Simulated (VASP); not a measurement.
A run of VASP 6.6.1 is set up as follows.

Contents of INCAR:

```
SYSTEM = TiCo2
PREC = Accurate ; ENCUT = 600
EDIFF = 1E-6 ; ISMEAR = 0
SIGMA = 0.1 ; LREAL = .FALSE.
LASPH = .TRUE. ; NELM = 100
ALGO = Fast ; ISIF = 3
LWAVE = .FALSE. ; LCHARG = .FALSE.
GGA = PS ; IBRION = 2
NSW = 70 ; EDIFFG = -0.008
PSTRESS = 20.0
```

File KPOINTS:

```
Automatic mesh
0
G
  10 10 10
  0 0 0
```

POSCAR

```
TiCo2
1.0
    0.0000000000      3.2555599222      3.2555599222
    3.2555599222      0.0000000000      3.2555599222
    3.2555599222      3.2555599222      0.0000000000
Ti Co
2 4
Direct
    0.5000000000      0.5000000000      0.5000000000
    0.7500000000      0.7500000000      0.7500000000
    0.1250000000      0.1250000000      0.1250000000
    0.6250000000      0.1250000000      0.1250000000
    0.1250000000      0.1250000000      0.6250000000
    0.1250000000      0.6250000000      0.1250000000
```

Potentials or basis: VASP PAW PBE potentials, release 64 (Ti_sv, Co).

Run with:

```console
$ cat potpaw_PBE.64/Ti_sv/POTCAR potpaw_PBE.64/Co/POTCAR > POTCAR
$ mpirun -np 1 vasp_std > vasp.out
```

Task: Estimate the band gap on the k mesh.

Result: Zero (band 30 reaches 11.02 eV, above the bottom of band 31 at 10.20 eV).

Task: What does it give for the space group after relaxing (to 0.05 Å)?

Result: Fd-3m (No. 227).

Task: Predict the relaxed cell.

Result: a = 4.615 Å, b = 4.615 Å, c = 4.615 Å, α = 60.00°, β = 60.00°, γ = 60.00°.

Final structure:
```
Ti Co
1.0
     0.00000    3.26342    3.26342
     3.26342    0.00000    3.26342
     3.26342    3.26342    0.00000
Ti Co
2 4
Cartesian
  3.2634 3.2634 3.2634
  4.8951 4.8951 4.8951
  0.8159 0.8159 0.8159
  0.8159 2.4476 2.4476
  2.4476 2.4476 0.8159
  2.4476 0.8159 2.4476
```

Caveat: the cell is relaxed towards a set pressure, so the enthalpy falls and the energy may rise. Spin polarisation is off, so any magnetic state and its effect on volume and gap are missing.
